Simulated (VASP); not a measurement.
Runs of VASP 6.6.1 on Te. The structure is that of space group P6/mmm (No. 191), or close to it. The cells are those of the table. 

```csv
task,cell,k mesh,cutoff (eV),gap on the mesh (eV),pressure (GPa)
relaxation of cell and atoms,"relaxed from a = 5.462, b = 5.462, c = 3.348 Å, angles 90.0, 90.0, 120.0°, 3 atoms",7 × 7 × 9,600,none,0.0
single point,"a = 5.393, b = 5.393, c = 3.184 Å, angles 90.0, 90.0, 120.0°, 3 atoms",8 × 8 × 11,520,none,(a)
single point,"a = 5.689, b = 5.689, c = 3.359 Å, angles 90.0, 90.0, 120.0°, 3 atoms",8 × 8 × 11,520,none,-3.5
single point,"a = 5.545, b = 5.545, c = 3.274 Å, angles 90.0, 90.0, 120.0°, 3 atoms",7 × 7 × 9,520,none,-0.1
single point,"a = 5.545, b = 5.545, c = 3.274 Å, angles 90.0, 90.0, 120.0°, 3 atoms",8 × 8 × 11,520,none,-0.2
```

Alike in all rows: level PBE; potentials or basis VASP PAW PBE potentials, release 64 (Te); no spin polarisation; smearing fermi-dirac 0.1 eV.

Question: Estimate the missing entries.

Answer: (a) 5.0.

Caveats: spin-orbit coupling is left out, which moves the levels of the heavy elements.

A k mesh can miss the band edges, and the runs leave out spin-orbit coupling on Te.

A gap of «none» marks levels without a gap at the run's occupations.
